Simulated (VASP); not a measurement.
# Ba5Na4Al2O10 in VASP: further runs

The runs below take Ba5Na4Al2O10 through single point, with PBE.

All numbers are computed with VASP 6.6.1; they aren't measurements. Logs are shortened: lines on timing, memory, paths and dates and some standing lists are left out, and cuts for length are marked.

**1. The cell of the first run**

The cell holds an amorphous packing of atoms, 21 atoms: a = 6.933 Å, b = 7.215 Å, c = 6.739 Å, α = 90.92°, β = 88.87°, γ = 91.24°.

**2. Single point, PBE**

INCAR reads:

```
  ALGO = Normal
  EDIFF = 1E-6
  ENCUT = 520
  GGA = PE
  ISIF = 2
  ISMEAR = -1
  ISYM = 0
  LASPH = True
  LCHARG = False
  LREAL = Auto
  LWAVE = False
  NBANDS = 88
  NELM = 60
  PREC = Accurate
  SIGMA = 0.2111
```

KPOINTS reads:

```
k-points
0
Gamma
  1 1 1
```

POSCAR reads:

```
Ba5Na4Al2O10
1.0
    6.9327090000     -0.0765500000      0.0671430000
   -0.0765500000      7.2143380000     -0.0554530000
    0.0671430000     -0.0554530000      6.7389310000
Ba O Al Na
5 10 2 4
Direct
    0.7031264600      0.9885451849      0.1356060444
    0.3936354904      0.6319702266      0.8748494052
    0.9161693979      0.7569112024      0.7369751426
    0.4002914964      0.1757835036      0.6636844851
    0.9617701220      0.2203229957      0.6517782182
    1.1083807639      0.1976428346      0.3177585404
    0.7226018859      0.3953683564      0.8997490408
    0.1246025435      0.5086664343      0.5857980874
    0.4237631799      0.5401802323      0.3842840776
    0.2365724679      0.8845809684      0.5552715235
    0.5930587906     -0.1782157194      0.6908176768
    0.6540496957      0.1937921323      0.4121587677
    0.3708454319      1.0424243918      0.0188571281
    0.1152290161      0.7163708837      0.1619372706
   -0.0128381737      1.0677994863      0.9735843383
    0.1589579983      0.0292338646      0.1298170568
    0.2474909027      0.6890679478      0.3829847202
    0.7692705722      0.4633415739      0.2160579395
    0.0649918093      0.3787859352      1.0660495072
    0.4436982493      0.2816954530      0.2125603640
    0.6628811403      0.4250528144      0.5785822151
```

Potentials or basis: VASP PAW PBE potentials, release 64 (Ba_sv, O, Al, Na_pv).

Run with:

```
> cat potpaw_PBE.64/Ba_sv/POTCAR potpaw_PBE.64/O/POTCAR potpaw_PBE.64/Al/POTCAR potpaw_PBE.64/Na_pv/POTCAR > POTCAR
> mpirun -np 1 vasp_gam > vasp.out
```

OUTCAR:

```text
EDIFF = 1E-6
   ENCUT = 520
   GGA = PE
   ISIF = 2
   ISMEAR = -1
   ISYM = 0
   LASPH = True
   LREAL = Auto
   NELM = 60
   PREC = Accurate

 ion  position               nearest neighbor table
   1  0.703  0.989  0.136-  15 2.30  12 2.39  13 2.49  20 2.84  16 3.17  11 3.31   3 3.46  18 3.48
                             2 3.75  19 3.76  16 3.79   5 4.06   4 4.11   5 4.25   4 4.31   3 4.69
   2  0.394  0.632  0.875-  11 2.29  14 2.78   8 2.84   7 2.89  10 3.07  21 3.09  13 3.11  19 3.16
                            20 3.46  17 3.52   4 3.57  17 3.57   3 3.59  16 3.71  18 3.74   1 3.75
   3  0.916  0.757  0.737-  11 2.33   8 2.52  10 2.67  15 2.77   7 3.11  21 3.13  14 3.22  17 3.32
                             5 3.41   1 3.46   2 3.59  16 3.68  19 3.72   2 3.81   5 3.92   4 4.49
   4  0.400  0.176  0.664-  12 2.42  10 2.47  21 2.59  13 2.60  11 2.92   5 3.07   6 3.13   7 3.15
                            20 3.15   8 3.16   9 3.26   2 3.57  16 3.69   5 3.90   1 4.11   2 4.19
   5  0.962  0.220  0.652-   8 2.39   6 2.46  15 2.46  21 2.63   7 2.66  12 2.70   4 3.07  19 3.09
                            10 3.17   3 3.41  18 3.73  16 3.81   4 3.90   3 3.92  16 3.99   1 4.06
   6  0.108  0.198  0.318-  16 1.78  19 2.19   5 2.46   4 3.13
   7  0.723  0.395  0.900-  18 2.21  21 2.23   5 2.66   2 2.89   3 3.11   4 3.15
   8  0.125  0.509  0.586-  17 2.06   5 2.39   3 2.52   2 2.84   4 3.16
   9  0.424  0.540  0.384-  17 1.64  20 2.18  21 2.31   4 3.26
  10  0.237  0.885  0.555-  17 1.81   4 2.47   3 2.67   2 3.07   5 3.17
  11  0.593  0.822  0.691-   2 2.29   3 2.33   4 2.92   1 3.31
  12  0.654  0.194  0.412-  21 2.00  20 2.12   1 2.39   4 2.42   5 2.70
  13  0.371  0.042  0.019-  16 1.64  20 2.20   1 2.49   4 2.60   2 3.11
  14  0.115  0.716  0.162-  17 1.78  16 2.28   2 2.78   3 3.22
  15  0.987  0.068  0.974-  16 1.64   1 2.30  19 2.37   5 2.46   3 2.77
  16  0.159  0.029  0.130-  15 1.64  13 1.64   6 1.78  14 2.28  19 2.66  20 2.72  17 3.09   1 3.17
                             3 3.68   4 3.69   2 3.71   1 3.79   5 3.81   5 3.99
  17  0.247  0.689  0.383-   9 1.64  14 1.78  10 1.81   8 2.06  16 3.09   3 3.32   2 3.52   2 3.57

  18  0.769  0.463  0.216-   7 2.21  19 2.36  21 2.56  20 2.59   1 3.48   5 3.73   2 3.74
  19  0.065  0.379  0.066-   6 2.19  18 2.36  15 2.37  16 2.66   5 3.09   2 3.16   3 3.72   1 3.76

  20  0.444  0.282  0.213-  12 2.12   9 2.18  13 2.20  18 2.59  16 2.72   1 2.84   4 3.15   2 3.46

  21  0.663  0.425  0.579-  12 2.00   7 2.23   9 2.31  18 2.56   4 2.59   5 2.63   2 3.09   3 3.13

IMPORTANT INFORMATION: All symmetrisations will be switched off!
NOSYMM: (Re-)initialisation of all symmetry stuff for point group C_1.

----------------------------------------------------------------------------------------

                                     Primitive cell

  volume of cell :     336.9542

  direct lattice vectors                    reciprocal lattice vectors
     6.932709000 -0.076550000  0.067143000     0.144274342  0.001519915 -0.001424963
    -0.076550000  7.214338000 -0.055453000     0.001519915  0.138637637  0.001125671
     0.067143000 -0.055453000  6.738931000    -0.001424963  0.001125671  0.148414949

  length of vectors
     6.933456725  7.214957222  6.739493619     0.144289384  0.138650538  0.148426058

  position of ions in fractional coordinates (direct lattice)
     0.703126460  0.988545185  0.135606044
     0.393635490  0.631970227  0.874849405
     0.916169398  0.756911202  0.736975143
     0.400291496  0.175783504  0.663684485
     0.961770122  0.220322996  0.651778218
     0.108380764  0.197642835  0.317758540
[... 13 lines left out ...]
     0.443698249  0.281695453  0.212560364
     0.662881140  0.425052814  0.578582215

  ion indices of the primitive-cell ions
   primitive index   ion index
                 1           1
                 2           2
                 3           3
                 4           4
                 5           5
                 6           6
[... 13 lines left out ...]
                20          20
                21          21

----------------------------------------------------------------------------------------

 KPOINTS: k-points

Automatic generation of k-mesh.
 Grid dimensions read from file:
 generate k-points for:    1    1    1

 Generating k-lattice:

  Cartesian coordinates                     Fractional coordinates (reciprocal lattice)
     0.144274342  0.001519915 -0.001424963     1.000000000 -0.000000000  0.000000000
     0.001519915  0.138637637  0.001125671     0.000000000  1.000000000  0.000000000
    -0.001424963  0.001125671  0.148414949     0.000000000  0.000000000  1.000000000

  Length of vectors
     0.144289384  0.138650538  0.148426058

  Shift w.r.t. Gamma in fractional coordinates (k-lattice)
     0.000000000  0.000000000  0.000000000

 Subroutine IBZKPT returns following result:
 ===========================================

 Found      1 irreducible k-points:

 Following reciprocal coordinates:
            Coordinates               Weight
  0.000000  0.000000  0.000000      1.000000
   k-points           NKPTS =      1   k-points in BZ     NKDIM =      1   number of bands    NBANDS=     88
   number of dos      NEDOS =    301   number of ions     NIONS =     21
   total plane-waves  NPLWV = 145800
   dimension x,y,z NGX =    54 NGY =   54 NGZ =   50
   dimension x,y,z NGXF=   108 NGYF=  108 NGZF=  100
   ions per type =               5  10   2   4
   NGX,Y,Z   is equivalent  to a cutoff of  12.95, 12.44, 12.33 a.u.
   NGXF,Y,Z  is equivalent  to a cutoff of  25.90, 24.89, 24.67 a.u.
 SYSTEM =  unknown system
   PREC   = accura    normal or accurate (medium, high low for compatibility)
   ISTART =      0    job   : 0-new  1-cont  2-samecut
   ICHARG =      2    charge: 1-file 2-atom 10-const
   ISPIN  =      1    spin polarized calculation?
   LNONCOLLINEAR =      F non collinear calculations
   LSORBIT =      F    spin-orbit coupling
   LASPH  =      T    aspherical Exc in radial PAW
   ENCUT  =  520.0 eV  38.22 Ry    6.18 a.u.  12.89 13.42 12.53*2*pi/ulx,y,z
   NELM   =     60;   NELMIN=  2; NELMDL= -5     # of ELM steps
   EDIFF  = 0.1E-05   stopping-criterion for ELM
   LREAL  =      T    real-space projection
   EDIFFG = 0.1E-04   stopping-criterion for IOM
   NSW    =      0    number of steps for IOM
   IBRION =     -1    ionic relax: 0-MD 1-quasi-New 2-CG
   NFREE  =      0    steps in history (QN), initial steepest desc. (CG)
   ISIF   =      2    stress and relaxation
   ISYM   =      0    0-nonsym 1-usesym 2-fastsym
   POTIM  = 0.5000    time-step for ionic-motion
   TEBEG  =    0.0;   TEEND  =   0.0 temperature during run
   PSTRESS=    0.0 pullay stress
   NELECT =     144.0000    total number of electrons
   NUPDOWN=      -1.0000    fix difference up-down
   EMIN   =  10.00;   EMAX   =-10.00  energy-range for DOS
   EFERMI =   0.00;   METHOD = LEGACY
   ISMEAR =    -1;   SIGMA  =   0.21  broadening in eV -4-tet -1-fermi 0-gaus
   EFERMI_NEDOS =   21; number of points for ismear=-14 and -15
   IALGO  =     38    algorithm
   IMIX   =      4    mixing-type and parameters
     AMIX     =   0.40;   BMIX     =  1.00
     AMIX_MAG =   1.60;   BMIX_MAG =  1.00
  volume/ion in A,a.u.               =      16.05       108.28
  Fermi-wavevector in a.u.,A,eV,Ry     =   1.233120  2.330259 20.688815  1.520585
  Thomas-Fermi vector in A             =   2.367863
   LORBIT       =      0    0 simple, 1 ext, 2 COOP (PROOUT), +10 PAW based schemes
   GGA     = PE    functional components
   LHFCALC =     F    Hartree Fock is set to
   AEXX    =    0.0000 exact exchange contribution
   IVDW    =     0    specifies the selected vdW correction
   LEPSILON=     F    determine dielectric tensor
   LRPA    =     F    only Hartree local field effects (RPA)
 non-spin polarized calculation
  energy-cutoff  :      520.00
  volume of cell :      336.95
 maximum number of plane-waves:      4544
 NGX is ok and might be reduce to    50
   NGX = 25   NGY = 27   NGZ = 25

 number of electron     144.0000006 magnetization

 Free energy of the ion-electron system (eV)
  ---------------------------------------------------
  ext. energy  EPLUGINS =         0.00000000
  ---------------------------------------------------
  free energy    TOTEN  =      -108.95702128 eV

  energy without entropy =     -108.83893616  energy(sigma->0) =     -108.89797872

 E-fermi :   3.6747     XC(G=0):  -9.6965

 val. band max:        2.8748938941   @ k =   0.0000   0.0000   0.0000
 cond. band min:       4.4237889519   @ k =   0.0000   0.0000   0.0000
 fundamental gap:      1.5488950578
 Fermi energy:         3.6747241164

 k-point     1 :       0.0000    0.0000    0.0000
  band No.  band energies     occupation
      1     -23.7748      2.00000
      2     -23.6000      2.00000
      3     -23.5406      2.00000
      4     -23.2529      2.00000
      5     -22.9744      2.00000
      6     -21.7024      2.00000
[... 76 lines left out ...]
     83       7.8618      0.00000
     84       8.3878      0.00000
 [bands above 84 left out]

------------------------ aborting loop because EDIFF is reached ----------------------------------------

  FORCE on cell =-STRESS in cart. coord.  units (eV):
  Direction    XX          YY          ZZ          XY          YZ          ZX
  --------------------------------------------------------------------------------------
  -------------------------------------------------------------------------------------
  Total       42.6958106     17.8795482     17.7432813     -2.8720420      2.9724569     -4.3005157
  in kB      203.0135013     85.0151249     84.3671923    -13.6562183     14.1336791    -20.4484406
  external PRESSURE =     124.1319395 kB  Pullay stress =       0.0000000 kB

 VOLUME and BASIS-vectors are now :
 -----------------------------------------------------------------------------
  energy-cutoff  :      520.00
  volume of cell :      336.95
      direct lattice vectors                 reciprocal lattice vectors
     6.932709000 -0.076550000  0.067143000     0.144274342  0.001519915 -0.001424963
    -0.076550000  7.214338000 -0.055453000     0.001519915  0.138637637  0.001125671
     0.067143000 -0.055453000  6.738931000    -0.001424963  0.001125671  0.148414949

 POSITION                                       TOTAL-FORCE (eV/Angst)
 -----------------------------------------------------------------------------------
      4.80800      7.07035      0.90623        -0.940526     -1.555589      1.518333
      2.73932      4.48060      5.88693        -0.551718      1.085686     -0.816901
      6.34308      5.34961      4.98597         1.293738     -0.205028      0.590443
      2.80621      1.20072      4.48965         0.074884     -2.212609     -0.000886
      6.69457      1.47972      4.44465        -1.193235     -1.138500     -1.229075
      0.75758      1.39995      2.13767         0.954559     -0.825477     -1.078723
[... 13 lines left out ...]
      3.06874      1.98649      1.44660        -0.979953      0.847303      0.042222
      4.60187      2.98365      3.91996        -0.311220      3.289179      0.108885
 -----------------------------------------------------------------------------------
    total drift:                               -0.005220      0.004914     -0.014606

  FREE ENERGIE OF THE ION-ELECTRON SYSTEM (eV)
  ---------------------------------------------------
  free  energy   TOTEN  =      -108.9570212805 eV

  energy  without entropy=     -108.8389361646  energy(sigma->0) =     -108.89797872
```

It took 37 s on 1 thread of Intel Xeon Platinum 8559C (Emerald Rapids), shared host; peak memory 0.36 GiB.

Results:

* Free energy: -108.9570 eV
* Pressure: 12.4 GPa
* Largest force: 4.241 eV/Å
* Band gap on the k mesh: 1.55 eV

Forces in eV/Å, atoms in the order of the input:
```
Ba  -0.941 -1.556  1.518
Ba  -0.552  1.086 -0.817
Ba   1.294 -0.205  0.590
Ba   0.075 -2.213 -0.001
Ba  -1.193 -1.139 -1.229
O    0.955 -0.825 -1.079
O   -0.514  0.481  0.075
O   -0.448  0.711  0.454
O    3.586 -0.981 -1.664
O   -1.038 -0.475 -1.094
O    0.638  0.516  0.369
O    0.928 -0.441 -0.287
O    2.419  0.012 -0.957
O   -0.115  1.003 -0.138
O   -0.739  0.259 -2.809
Al  -0.541 -1.811  3.796
Al  -2.025  0.466  2.847
Na  -0.338  0.440  0.290
Na  -0.160  0.535 -0.015
Na  -0.980  0.847  0.042
Na  -0.311  3.289  0.109
```

Stress tensor (GPa, compression positive):
```
20.30 -1.37 -2.04
-1.37  8.50  1.41
-2.04  1.41  8.44
```

Levels at points of the mesh, in eV from the valence-band top:
```csv
k point,band 68,band 69,band 70,band 71,band 72,band 73,band 74,band 75,band 76,band 77
"(0.00, 0.00, 0.00)",-0.85,-0.78,-0.67,-0.39,0.00,1.55,2.70,3.51,3.72,3.90
```

Caveat: the k points lie up to 0.93 Å⁻¹ apart; spin-orbit coupling is left out, which moves the levels of the heavy elements.

[end of part 1 of 2]
